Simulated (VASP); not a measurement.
MgS:

```
Mg S
1.0
     6.61503    0.00000    0.00000
     0.00000    6.61503    0.00000
     0.00000    0.00000    6.61503
Mg S
8 8
Direct
  0.85300 0.64700 0.35300
  0.14700 0.35300 0.64700
  0.35300 0.64700 0.14700
  0.85300 0.85300 0.85300
  0.64700 0.14700 0.35300
  0.64700 0.35300 0.85300
  0.14700 0.14700 0.14700
  0.35300 0.85300 0.64700
  0.14700 0.85300 0.35300
  0.64700 0.64700 0.64700
  0.85300 0.35300 0.14700
  0.35300 0.14700 0.85300
  0.64700 0.85300 0.14700
  0.85300 0.14700 0.64700
  0.35300 0.35300 0.35300
  0.14700 0.64700 0.85300
```

The cell was generated, and may not be a known phase.

- Program: VASP 6.6.1
- Task: relaxation of cell and atoms
- Functional: PBE
- Potentials or basis: VASP PAW PBE potentials, release 64 (Mg, S)
- Cutoff: 600 eV
- k mesh: 4 × 4 × 4
- Occupations: gaussian, width 0.1 eV
- Spin: no spin polarisation

At the start: pressure 12.2 GPa; volume 18.09 Å³/atom.

Q: Where does the relaxation end?

A: Over 12 steps the energy falls by 110.9 meV/atom and the volume is 21.26 Å³/atom (+17.5 %); space group Pa-3 (No. 205, to 0.1 Å) before and after.

Step by step:
```
step  energy change (eV)  largest force (eV/Å)  pressure (GPa)  volume (Å³)
   1              0.0000                0.1462           12.25       289.46
   2             -1.4250                0.5831           -2.60       351.35
   3             -1.5560                0.4929            0.02       335.17
   4             -1.5559                0.4983           -0.15       336.13
   5             -1.6476                0.3463           -0.12       337.62
   6             -1.7010                0.1513            0.01       339.69
   7             -1.7012                0.1678            0.03       339.83
   8             -1.7162                0.1443           -0.05       340.29
   9             -1.7494                0.0801           -0.32       341.68
  10             -1.7610                0.0691           -0.82       344.47
  11             -1.7658                0.0462           -0.64       343.49
  12             -1.7746                0.0079           -0.05       340.15
```

Final structure:
```xyz
16
Lattice="6.9806 0.0000 0.0000 0.0000 6.9806 0.0000 0.0000 0.0000 6.9806" Properties=species:S:1:pos:R:3 pbc="T T T"
Mg    5.8752    4.5956    2.3849
Mg    1.1054    2.3849    4.5956
Mg    2.3849    4.5956    1.1054
Mg    5.8752    5.8752    5.8752
Mg    4.5956    1.1054    2.3849
Mg    4.5956    2.3849    5.8752
Mg    1.1054    1.1054    1.1054
Mg    2.3849    5.8752    4.5956
S     0.9958    5.9848    2.4945
S     4.4861    4.4861    4.4861
S     5.9848    2.4945    0.9958
S     2.4945    0.9958    5.9848
S     4.4861    5.9848    0.9958
S     5.9848    0.9958    4.4861
S     2.4945    2.4945    2.4945
S     0.9958    4.4861    5.9848
```

Caveat: the volume moved by over 15 % at a fixed basis, so the end points are rough.
